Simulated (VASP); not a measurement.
# Cd (P6_3/mmc) in VASP: further runs

Aim: see how the results for Cd move with the level of theory and the settings. Levels: revPBE, PBE+D3(BJ), BLYP+D4. Tasks: single point.

All numbers are computed with VASP 6.6.1; they aren't measurements. Logs are shortened: lines on timing, memory, paths and dates and some standing lists are left out, and cuts for length are marked.

## Step 1: The cell of the first run

It takes space group P6_3/mmc (No. 194, hexagonal). The conventional cell has a = 2.979 Å, b = 2.979 Å, c = 5.618 Å, α = 90.00°, β = 90.00°, γ = 120.00°. Within 3.9 Å of Cd (site symmetry -6m2) lie 12 Cd at 2.98 to 3.29 Å.

## Step 2: Single point, revPBE

INCAR

```
SYSTEM = Cd
  PREC = Accurate
  ENCUT = 520
  EDIFF = 1E-6
  ISMEAR = -1
  SIGMA = 0.1
  LREAL = .FALSE.
  LASPH = .TRUE.
  NELM = 80
  ALGO = Normal
  ISIF = 2
  LWAVE = .FALSE.
  LCHARG = .FALSE.
  GGA = RE
  NBANDS = 19
```

KPOINTS

```
Automatic mesh
0
G
  10 10 5
  0 0 0
```

POSCAR

```
Cd
1.0
    2.9788700000      0.0000000000      0.0000000000
   -1.4894350000      2.5797770946      0.0000000000
    0.0000000000      0.0000000000      5.6176500000
Cd
2
Direct
    0.6666666667      0.3333333333      0.7500000000
    0.3333333333      0.6666666667      0.2500000000
```

Potentials or basis: VASP PAW PBE potentials, release 64 (Cd).

Command:

```console
$ cat potpaw_PBE.64/Cd/POTCAR > POTCAR
$ mpirun -np 1 vasp_std > vasp.out
```

OUTCAR:

```text
SYSTEM = Cd
   PREC = Accurate
   ENCUT = 520
   EDIFF = 1E-6
   ISMEAR = -1
   LREAL = .FALSE.
   LASPH = .TRUE.
   NELM = 80
   ISIF = 2
   GGA = RE

 ion  position               nearest neighbor table
   1  0.667  0.333  0.750-   2 3.29   2 3.29   2 3.29   2 3.29   2 3.29   2 3.29
   2  0.333  0.667  0.250-   1 3.29   1 3.29   1 3.29   1 3.29   1 3.29   1 3.29

  LATTYP: Found a hexagonal cell.
 ALAT       =     2.9788700000
 C/A-ratio  =     1.8858325472

  Lattice vectors:

 A1 = (   2.9788700000,   0.0000000000,   0.0000000000)
 A2 = (  -1.4894350000,   2.5797770946,   0.0000000000)
 A3 = (   0.0000000000,   0.0000000000,   5.6176500000)

Analysis of symmetry for initial positions (statically):
=====================================================================
 Subroutine PRICEL returns:
 Original cell was already a primitive cell.

 Routine SETGRP: Setting up the symmetry group for a
 hexagonal supercell.

 Subroutine GETGRP returns: Found 24 space group operations
 (whereof 12 operations were pure point group operations)
 out of a pool of 24 trial point group operations.

The static configuration has the point symmetry D_3d.
 The point group associated with its full space group is D_6h.

Analysis of symmetry for dynamics (positions and initial velocities):
=====================================================================
 Subroutine PRICEL returns:
 Original cell was already a primitive cell.

 Routine SETGRP: Setting up the symmetry group for a
 hexagonal supercell.

 Subroutine GETGRP returns: Found 24 space group operations
 (whereof 12 operations were pure point group operations)
 out of a pool of 24 trial point group operations.

The dynamic configuration has the point symmetry D_3d.
 The point group associated with its full space group is D_6h.

 Subroutine INISYM returns: Found 24 space group operations
 (whereof 12 operations are pure point group operations),
 and found     1 'primitive' translations

----------------------------------------------------------------------------------------

                                     Primitive cell

  volume of cell :      43.1706

  direct lattice vectors                    reciprocal lattice vectors
     2.978870000  0.000000000  0.000000000     0.335697765  0.193815195  0.000000000
    -1.489435000  2.579777095  0.000000000     0.000000000  0.387630389  0.000000000
     0.000000000  0.000000000  5.617650000     0.000000000  0.000000000  0.178010378

  length of vectors
     2.978870000  2.978870000  5.617650000     0.387630390  0.387630389  0.178010378

  position of ions in fractional coordinates (direct lattice)
     0.666666667  0.333333333  0.750000000
     0.333333333  0.666666667  0.250000000

  ion indices of the primitive-cell ions
   primitive index   ion index
                 1           1
                 2           2

----------------------------------------------------------------------------------------

 KPOINTS: Automatic mesh

Automatic generation of k-mesh.
 Grid dimensions read from file:
 generate k-points for:   10   10    5

 Generating k-lattice:

  Cartesian coordinates                     Fractional coordinates (reciprocal lattice)
     0.033569776  0.019381519  0.000000000     0.100000000  0.000000000  0.000000000
     0.000000000  0.038763039  0.000000000     0.000000000  0.100000000  0.000000000
     0.000000000  0.000000000  0.035602076     0.000000000  0.000000000  0.200000000

  Length of vectors
     0.038763039  0.038763039  0.035602076

  Shift w.r.t. Gamma in fractional coordinates (k-lattice)
     0.000000000  0.000000000  0.000000000

 Subroutine IBZKPT returns following result:
 ===========================================

 Found     42 irreducible k-points:

 Following reciprocal coordinates:
            Coordinates               Weight
  0.000000  0.000000  0.000000      1.000000
  0.100000  0.000000  0.000000      6.000000
  0.200000  0.000000  0.000000      6.000000
  0.300000  0.000000  0.000000      6.000000
  0.400000 -0.000000  0.000000      6.000000
  0.500000  0.000000  0.000000      3.000000
[... 16 lines left out ...]
  0.300000  0.100000  0.200000     24.000000
  0.400000  0.100000  0.200000     24.000000
 [... further k-points ...]
   k-points           NKPTS =     42   k-points in BZ     NKDIM =     42   number of bands    NBANDS=     19
   number of dos      NEDOS =    301   number of ions     NIONS =      2
   total plane-waves  NPLWV =  24192
   dimension x,y,z NGX =    24 NGY =   24 NGZ =   42
   dimension x,y,z NGXF=    48 NGYF=   48 NGZF=   84
   ions per type =               2
   NGX,Y,Z   is equivalent  to a cutoff of  13.39, 13.39, 12.43 a.u.
   NGXF,Y,Z  is equivalent  to a cutoff of  26.79, 26.79, 24.86 a.u.
 SYSTEM =  Cd
   PREC   = accura    normal or accurate (medium, high low for compatibility)
   ISTART =      0    job   : 0-new  1-cont  2-samecut
   ICHARG =      2    charge: 1-file 2-atom 10-const
   ISPIN  =      1    spin polarized calculation?
   LNONCOLLINEAR =      F non collinear calculations
   LSORBIT =      F    spin-orbit coupling
   LASPH  =      T    aspherical Exc in radial PAW
   ENCUT  =  520.0 eV  38.22 Ry    6.18 a.u.   5.54  5.54 10.45*2*pi/ulx,y,z
   NELM   =     80;   NELMIN=  2; NELMDL= -5     # of ELM steps
   EDIFF  = 0.1E-05   stopping-criterion for ELM
   LREAL  =      F    real-space projection
   EDIFFG = 0.1E-04   stopping-criterion for IOM
   NSW    =      0    number of steps for IOM
   IBRION =     -1    ionic relax: 0-MD 1-quasi-New 2-CG
   NFREE  =      0    steps in history (QN), initial steepest desc. (CG)
   ISIF   =      2    stress and relaxation
   ISYM   =      2    0-nonsym 1-usesym 2-fastsym
   POTIM  = 0.5000    time-step for ionic-motion
   TEBEG  =    0.0;   TEEND  =   0.0 temperature during run
   PSTRESS=    0.0 pullay stress
   NELECT =      24.0000    total number of electrons
   NUPDOWN=      -1.0000    fix difference up-down
   EMIN   =  10.00;   EMAX   =-10.00  energy-range for DOS
   EFERMI =   0.00;   METHOD = LEGACY
   ISMEAR =    -1;   SIGMA  =   0.10  broadening in eV -4-tet -1-fermi 0-gaus
   EFERMI_NEDOS =   21; number of points for ismear=-14 and -15
   IALGO  =     38    algorithm
   IMIX   =      4    mixing-type and parameters
     AMIX     =   0.40;   BMIX     =  1.00
     AMIX_MAG =   1.60;   BMIX_MAG =  1.00
  volume/ion in A,a.u.               =      21.59       145.66
  Fermi-wavevector in a.u.,A,eV,Ry     =   1.346116  2.543790 24.654136  1.812028
  Thomas-Fermi vector in A             =   2.473974
   LORBIT       =      0    0 simple, 1 ext, 2 COOP (PROOUT), +10 PAW based schemes
   GGA     = RE    functional components
   LHFCALC =     F    Hartree Fock is set to
   AEXX    =    0.0000 exact exchange contribution
   IVDW    =     0    specifies the selected vdW correction
   LEPSILON=     F    determine dielectric tensor
   LRPA    =     F    only Hartree local field effects (RPA)
 non-spin polarized calculation
  energy-cutoff  :      520.00
  volume of cell :       43.17
 maximum number of plane-waves:      1185
 NGX is ok and might be reduce to    24
   NGX = 11   NGY = 11   NGZ = 21

 number of electron      23.9999993 magnetization

 Free energy of the ion-electron system (eV)
  ---------------------------------------------------
  ext. energy  EPLUGINS =         0.00000000
  ---------------------------------------------------
  free energy    TOTEN  =        -0.79457789 eV

  energy without entropy =       -0.78278778  energy(sigma->0) =       -0.78868283

 E-fermi :   3.0025     XC(G=0): -10.9433

 val. band max:        2.9680237971   @ k =   0.3000   0.0000   0.0000
 cond. band min:       3.0506448095   @ k =   0.4000  -0.0000   0.0000
 fundamental gap:      0.0826210124
 Fermi energy:         3.0024641889

 k-point     1 :       0.0000    0.0000    0.0000
  band No.  band energies     occupation
      1      -6.8336      2.00000
      2      -6.5686      2.00000
      3      -6.2059      2.00000
      4      -6.2059      2.00000
      5      -6.1551      2.00000
      6      -6.1551      2.00000
[... 11 lines left out ...]
     18      18.0096      0.00000
     19      18.7848      0.00000

 k-point     2 :       0.1000    0.0000    0.0000
  band No.  band energies     occupation
      1      -6.7374      2.00000
      2      -6.4874      2.00000
      3      -6.2401      2.00000
      4      -6.1861      2.00000
      5      -6.1150      2.00000
      6      -6.0674      2.00000
[... 11 lines left out ...]
     18      17.8783      0.00000
     19      19.2114      0.00000

 k-point     3 :       0.2000    0.0000    0.0000
  band No.  band energies     occupation
      1      -6.6479      2.00000
      2      -6.4088      2.00000
      3      -6.2950      2.00000
      4      -6.0945      2.00000
      5      -6.0148      2.00000
      6      -5.8693      2.00000
[... 11 lines left out ...]
     18      16.1988      0.00000
     19      16.6017      0.00000

 k-point     4 :       0.3000    0.0000    0.0000
  band No.  band energies     occupation
      1      -6.7818      2.00000
      2      -6.5733      2.00000
      3      -6.3250      2.00000
      4      -6.0855      2.00000
      5      -5.9664      2.00000
      6      -5.8808      2.00000
[... 11 lines left out ...]
     18      16.1283      0.00000
     19      16.7478      0.00000

 k-point     5 :       0.4000   -0.0000    0.0000
  band No.  band energies     occupation
      1      -6.9235      2.00000
      2      -6.7210      2.00000
      3      -6.5475      2.00000
      4      -6.0997      2.00000
      5      -5.9446      2.00000
      6      -5.9242      2.00000
[... 11 lines left out ...]
     18      15.8720      0.00000
     19      16.4023      0.00000

 k-point     6 :       0.5000    0.0000    0.0000
  band No.  band energies     occupation
      1      -6.9791      2.00000
      2      -6.7771      2.00000
      3      -6.6261      2.00000
      4      -6.1488      2.00000
      5      -5.9682      2.00000
      6      -5.8645      2.00000
[... 11 lines left out ...]
     18      15.7889      0.00000
     19      15.9845      0.00000

 k-point     7 :       0.1000    0.1000    0.0000
  band No.  band energies     occupation
      1      -6.5920      2.00000
      2      -6.4177      2.00000
      3      -6.2580      2.00000
      4      -6.2365      2.00000
      5      -5.9526      2.00000
      6      -5.9182      2.00000
[... 11 lines left out ...]
     18      17.5981      0.00000
     19      17.7584      0.00000

 k-point     8 :       0.2000    0.1000    0.0000
  band No.  band energies     occupation
      1      -6.6027      2.00000
      2      -6.4003      2.00000
      3      -6.2584      2.00000
      4      -6.1836      2.00000
      5      -6.0493      2.00000
      6      -5.9892      2.00000
[... 256 lines left out ...]
 k-point    20 :       0.5000    0.0000    0.2000
  band No.  band energies     occupation
      1      -6.9548      2.00000
      2      -6.8104      2.00000
      3      -6.6259      2.00000
      4      -6.2885      2.00000
      5      -5.9237      2.00000
      6      -5.7565      2.00000
[... 11 lines left out ...]
     18      15.1652      0.00000
     19      15.8385      0.00000

 k-point    21 :       0.1000    0.1000    0.2000
  band No.  band energies     occupation
      1      -6.5692      2.00000
      2      -6.4122      2.00000
      3      -6.2901      2.00000
      4      -6.2532      2.00000
      5      -5.9969      2.00000
      6      -5.9336      2.00000
[... 11 lines left out ...]
     18      16.0705      0.00000
     19      18.9046      0.00000

 k-point    22 :       0.2000    0.1000    0.2000
  band No.  band energies     occupation
      1      -6.5836      2.00000
      2      -6.4182      2.00000
      3      -6.3068      2.00000
      4      -6.1867      2.00000
      5      -6.0917      2.00000
      6      -5.9383      2.00000
[... 11 lines left out ...]
     18      14.6988      0.00000
     19      16.6552      0.00000

 k-point    23 :       0.3000    0.1000    0.2000
  band No.  band energies     occupation
      1      -6.7388      2.00000
      2      -6.5893      2.00000
      3      -6.4498      2.00000
      4      -6.2168      2.00000
      5      -5.9704      2.00000
      6      -5.8595      2.00000
[... 11 lines left out ...]
     18      13.6766      0.00000
     19      15.5994      0.00000

 k-point    24 :       0.4000    0.1000    0.2000
  band No.  band energies     occupation
      1      -6.8389      2.00000
      2      -6.7016      2.00000
      3      -6.5656      2.00000
      4      -6.2675      2.00000
      5      -5.9851      2.00000
      6      -5.7579      2.00000
[... 11 lines left out ...]
     18      13.1131      0.00000
     19      16.4339      0.00000

 [... further k-points ...]
[... 5 lines left out ...]
  --------------------------------------------------------------------------------------
  -------------------------------------------------------------------------------------
  Total        1.6095597      1.6095597      0.9566225     -0.0000000     -0.0000000      0.0000000
  in kB       59.7350533     59.7350533     35.5028131     -0.0000000     -0.0000000      0.0000000
  external PRESSURE =      51.6576399 kB  Pullay stress =       0.0000000 kB

 VOLUME and BASIS-vectors are now :
 -----------------------------------------------------------------------------
  energy-cutoff  :      520.00
  volume of cell :       43.17
      direct lattice vectors                 reciprocal lattice vectors
     2.978870000  0.000000000  0.000000000     0.335697765  0.193815195  0.000000000
    -1.489435000  2.579777095  0.000000000     0.000000000  0.387630389  0.000000000
     0.000000000  0.000000000  5.617650000     0.000000000  0.000000000  0.178010378

 POSITION                                       TOTAL-FORCE (eV/Angst)
 -----------------------------------------------------------------------------------
      1.48944      0.85993      4.21324         0.000000     -0.000000     -0.000000
     -0.00000      1.71985      1.40441        -0.000000      0.000000      0.000000
 -----------------------------------------------------------------------------------
    total drift:                               -0.000000      0.000000      0.000000

  FREE ENERGIE OF THE ION-ELECTRON SYSTEM (eV)
  ---------------------------------------------------
  free  energy   TOTEN  =        -0.7945778862 eV

  energy  without entropy=       -0.7827877785  energy(sigma->0) =       -0.78868283
```

Wall time 19 s (1 thread of Intel Xeon 6975P-C (Granite Rapids), shared host); peak memory 0.17 GiB.

Results:

```
Free energy            : -0.7946 eV
Pressure               : 5.2 GPa
Band gap on the k mesh : zero (band 12 reaches 4.13 eV, above the bottom of band 13 at 0.07 eV)
```

Caveat: the PAW data sets were made with another functional, which shifts forces and pressure a little.

## Step 3: Single point, PBE+D3(BJ)

INCAR

```
PREC = Accurate ; ENCUT = 520
EDIFF = 1E-6 ; ISMEAR = -1
SIGMA = 0.01 ; LREAL = False
LASPH = True ; NELM = 80
ALGO = Normal ; ISIF = 2
LWAVE = False ; LCHARG = True
GGA = PE ; IVDW = 12
LELF = True ; LVHAR = True
NBANDS = 19
```

KPOINTS

```
regular mesh
0
Gamma
  10 10 5
```

POSCAR is that of step 2.

Potentials or basis: VASP PAW PBE potentials, release 64 (Cd).

Command:

```console
$ cat potpaw_PBE.64/Cd/POTCAR > POTCAR
$ mpirun -np 1 vasp_std > vasp.out
```

It took 23 s on 1 thread of Intel Xeon 6975P-C (Granite Rapids), shared host; peak memory 0.18 GiB.

The run converged. Its results:

```
Free energy                : -2.3682 eV
Pressure                   : -0.1 GPa
Band gap on the k mesh     : zero (band 12 reaches 4.02 eV, above the bottom of band 13 at -0.05 eV)
Dispersion energy per atom : -0.444 eV
```

Stress tensor (GPa, compression positive):
```
 0.51  0.00  0.00
 0.00  0.51  0.00
 0.00  0.00 -1.42
```

Levels at points of the mesh, in eV from the Fermi level:
| k point | band 9 | band 10 | band 11 | band 12 | band 13 | band 14 | band 15 | band 16 |
| --- | --- | --- | --- | --- | --- | --- | --- | --- |
| (0.00, 0.00, 0.00) | -8.63 | -8.38 | -8.38 | -2.93 | -2.92 | 10.68 | 14.57 | 15.00 |
| (0.50, 0.00, 0.00) | -8.11 | -8.09 | -2.23 | -1.73 | 2.11 | 3.15 | 3.30 | 5.36 |

Caveat: pairwise dispersion overbinds metals, which lowers pressure and volume.

## Step 4: Single point, BLYP+D4

INCAR

```
SYSTEM = Cd
PREC     = Accurate       ! precision mode
ENCUT    = 520            ! plane-wave cutoff, eV
EDIFF    = 1E-6           ! SCF threshold, eV
ISMEAR   = -1             ! smearing method
SIGMA    = 0.1            ! smearing width, eV
LREAL    = .False.        ! projectors in reciprocal space
LASPH    = .True.         ! aspherical terms in the spheres
NELM     = 60             ! most SCF steps
ALGO     = Fast           ! electronic algorithm
ISIF     = 2              ! what is computed and relaxed
LWAVE    = .False.        ! write WAVECAR
LCHARG   = .True.         ! write CHGCAR
GGA      = B5             ! functional
ALDAX    = 1.0          
AGGAX    = 1.0          
AGGAC    = 1.0          
ALDAC    = 0.0          
IVDW     = 13             ! dispersion correction
VDW_S6   = 1.0          
VDW_S8   = 2.34076671   
VDW_A1   = 0.44488865   
VDW_A2   = 4.0933009    
LELF     = .True.         ! ELF
LVHAR    = .True.       
NBANDS   = 19             ! bands
```

KPOINTS

```
regular mesh
0
Gamma
  10 10 5
  0 0 0
```

POSCAR is that of step 3.

Command:

```console
$ cat potpaw_PBE.64/Cd/POTCAR > POTCAR
$ mpirun -np 1 vasp_std > vasp.out
```

Run time: 30 s. Hardware: 1 thread of Intel Xeon Platinum 8259CL at 2.50GHz (Skylake/Cascade Lake), shared host; peak memory 0.17 GiB.

It converged, with:

- Free energy: -1.6278 eV
- Pressure: 2.7 GPa
- Band gap on the k mesh: zero (band 12 reaches 4.50 eV, above the bottom of band 13 at 0.58 eV)
- Dispersion energy per atom: -0.776 eV

Stress tensor (GPa, compression positive):
```
3.17 0.00 0.00
0.00 3.17 0.00
0.00 0.00 1.76
```

Levels at points of the mesh, in eV from the Fermi level:
| k point | band 10 | band 11 | band 12 | band 13 | band 14 | band 15 |
| --- | --- | --- | --- | --- | --- | --- |
| (0.00, 0.00, 0.00) | -8.54 | -8.54 | -3.08 | -2.83 | 10.58 | 14.78 |
| (0.50, 0.00, 0.00) | -8.25 | -2.19 | -1.80 | 1.99 | 3.08 | 3.14 |

Caveat: the PAW data sets were made with another functional, which shifts forces and pressure a little; pairwise dispersion overbinds metals, which lowers pressure and volume.

## Step 5: The runs side by side

```tsv
level	smearing	gap on the mesh (eV)	pressure (GPa)
revPBE	fermi-dirac 0.1 eV	none	5.2
PBE+D3(BJ)	fermi-dirac 0.01 eV	none	-0.1
BLYP+D4	fermi-dirac 0.1 eV	none	2.7
```

Alike in all rows: task single point; potentials or basis VASP PAW PBE potentials, release 64 (Cd); no spin polarisation; cell as given; k mesh 10 × 10 × 5; cutoff (eV) 520.

Every run on the cell as given and a fine mesh finds a metal. The pressure there spans -0.1 GPa (PBE+D3(BJ)) to 5.2 GPa (revPBE); a positive pressure means that this level wants a larger cell, a negative one a smaller.

Caveats: the PAW data sets were made with another functional, which shifts forces and pressure a little (some runs); pairwise dispersion overbinds metals, which lowers pressure and volume (some runs).

Total energies depend on the potentials used, so only differences within one code and one set of settings carry meaning.
